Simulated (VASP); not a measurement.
Here is a VASP 6.6.1 calculation.

File INCAR:

```
SYSTEM = Ge
PREC = Accurate
ENCUT = 520
EDIFF = 1E-6
ISMEAR = 0
SIGMA = 0.1
LREAL = .FALSE.
LASPH = .TRUE.
NELM = 100
ALGO = Normal
ISIF = 2
LWAVE = .FALSE.
LCHARG = .FALSE.
GGA = PE
NBANDS = 36
```

The input KPOINTS:

```
Automatic mesh
0
G
  8 8 8
  0 0 0
```

File POSCAR:

```
Ge
1.0
   -3.7274341860      3.7274341860      1.4323827007
    3.7274341860     -3.7274341860      1.4323827007
    3.7274341860      3.7274341860     -1.4323827007
Ge
4
Direct
    0.3750000000      0.6250000000      0.7500000000
    0.8750000000      0.6250000000      0.2500000000
    0.3750000000      0.1250000000      0.7500000000
    0.3750000000      0.6250000000      0.2500000000
```

Potentials or basis: VASP PAW PBE potentials, release 64 (Ge_d).

The run is started by

```sh
$ cat potpaw_PBE.64/Ge_d/POTCAR > POTCAR
$ mpirun -np 1 vasp_std > vasp.out
```

Q: Estimate the pressure.

A: 0.1 GPa.

Q: Estimate the band gap on the k mesh.

A: Zero (bands 28 and 29 overlap by 3.42 eV).

Stress tensor (GPa, compression positive):
```
0.02 0.00 0.00
0.00 0.02 0.00
0.00 0.00 0.18
```
